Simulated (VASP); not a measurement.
A run of VASP 6.6.1:

INCAR

```
SYSTEM = SnO2
  PREC = Accurate
  ENCUT = 520
  EDIFF = 1E-7
  ISMEAR = -1
  SIGMA = 0.05
  LREAL = .FALSE.
  LASPH = .TRUE.
  NELM = 80
  ALGO = Normal
  ISIF = 2
  LWAVE = .FALSE.
  LCHARG = .TRUE.
  GGA = B5
  ALDAX = 1.0
  AGGAX = 1.0
  AGGAC = 1.0
  ALDAC = 0.0
  IVDW = 12
  VDW_S6 = 1.0
  VDW_S8 = 2.6996
  VDW_A1 = 0.4298
  VDW_A2 = 4.2359
  LELF = .TRUE.
  LVHAR = .TRUE.
  NBANDS = 35
```

The input KPOINTS:

```
regular mesh
0
G
  6 6 8
  0 0 0
```

File POSCAR:

```
SnO2
1.0
    4.7693783979      0.0000000000      0.0000000000
    0.0000000000      4.7693783979      0.0000000000
    0.0000000000      0.0000000000      3.2076032640
Sn O
2 4
Direct
    0.5000000000      0.5000000000      0.5000000000
    0.0000000000      0.0000000000      0.0000000000
    0.8071000000      0.1929000000      0.5000000000
    0.6929000000      0.6929000000      0.0000000000
    0.1929000000      0.8071000000      0.5000000000
    0.3071000000      0.3071000000      0.0000000000
```

Potentials or basis: VASP PAW PBE potentials, release 64 (Sn_d, O).

Launch:

```console
$ cat potpaw_PBE.64/Sn_d/POTCAR potpaw_PBE.64/O/POTCAR > POTCAR
$ mpirun -np 1 vasp_std > vasp.out
```

Hardware: 1 thread of Intel(R) Xeon(R) 6975P-C (Granite Rapids) (shared host).

**Question.** Estimate the wall time of this run.

**Answer.** Run time: 48 s on 1 thread of Intel(R) Xeon(R) 6975P-C (Granite Rapids), with other jobs on the host, peak memory 0.24 GiB. Counts: scf iterations 14, k points 50.
